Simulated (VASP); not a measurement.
C: single point with PBE

Crystal: C.

```xyz
8
Lattice="2.5221 0.0000 0.0000 -1.2611 2.1842 0.0000 0.0000 0.0000 8.2371" Properties=species:S:1:pos:R:3 pbc="T T T"
C     1.2903    0.7669    6.9884
C    -0.0053    1.4879    2.8404
C     1.2448    0.6793    5.3775
C     0.0260    1.4409    1.2611
C     0.0012    0.0055    7.5086
C    -0.0189   -0.0097    3.2658
C     0.0272    0.0316    4.8588
C     0.0117    0.0005    0.7466
```

This cell differs from its parent crystal: atoms moved at random.

```yaml
Program: VASP 6.6.1
Task: single point
Functional: PBE
Potentials_or_basis: VASP PAW PBE potentials, release 64 (C)
Cutoff: 520 eV
k_mesh: 12 × 12 × 4
Occupations: fermi-dirac, width 0.05 eV
Spin: no spin polarisation
Dipole_correction: no
Further_INCAR_settings: ALGO = Normal; EDIFF = 1e-07; NBANDS = 26
```

The pressure is 5.2 GPa and the largest force is 4.045 eV/Å. The band gap on the k mesh is 3.69 eV (least direct gap 4.19 eV).

Forces in eV/Å, atoms in the order of the input:
```
C   -1.080 -1.565 -1.064
C   -0.343 -1.680 -2.599
C    1.908  2.781  0.687
C   -0.617  0.773  0.213
C    0.829  0.998 -1.861
C    0.875  1.669  3.579
C   -1.924 -2.513 -0.246
C    0.352 -0.462  1.291
```

Stress tensor (GPa, compression positive):
```
 2.24  1.02  0.99
 1.02  0.60  1.59
 0.99  1.59 12.86
```

Levels at points of the mesh, in eV from the valence-band top:
```
           k point  band 12  band 13  band 14  band 15  band 16  band 17  band 18  band 19  band 20  band 21
(0.00, 0.00, 0.00)    -2.54    -1.84    -0.85    -0.56     0.00     4.19     4.67     4.98     5.78     6.37
(0.50, 0.00, 0.00)    -5.92    -5.33    -5.10    -4.12    -3.44     3.84     4.95     5.27     5.46     5.92
(0.00, 0.50, 0.00)    -5.96    -5.68    -5.13    -3.93    -3.58     3.69     4.92     5.06     5.22     6.14
(0.50, 0.50, 0.00)    -5.90    -5.54    -5.02    -4.18    -3.32     3.69     5.00     5.08     5.27     5.91
(0.00, 0.00, 0.50)    -2.66    -2.01    -1.31    -0.96    -0.59     4.72     5.11     5.23     5.60     6.16
(0.50, 0.00, 0.50)    -6.48    -5.30    -5.11    -4.28    -4.07     4.00     4.37     6.15     6.51     6.75
(0.00, 0.50, 0.50)    -6.59    -5.24    -5.08    -4.62    -4.03     3.87     4.26     6.11     6.33     6.66
(0.50, 0.50, 0.50)    -6.44    -5.32    -5.24    -4.29    -3.97     3.90     4.17     6.08     6.44     6.65
```

It took 7.6 min on 1 thread of Intel Xeon 8259CL, on a shared host, peak memory 0.33 GiB.

Caveat: the cell differs from its parent crystal (atoms moved at random); the stress differs along the axes, from 1 to 13 GPa; forces of over 1 eV/Å act on the atoms, so gaps and moduli don't describe the material at rest. A k mesh can miss the band edges.
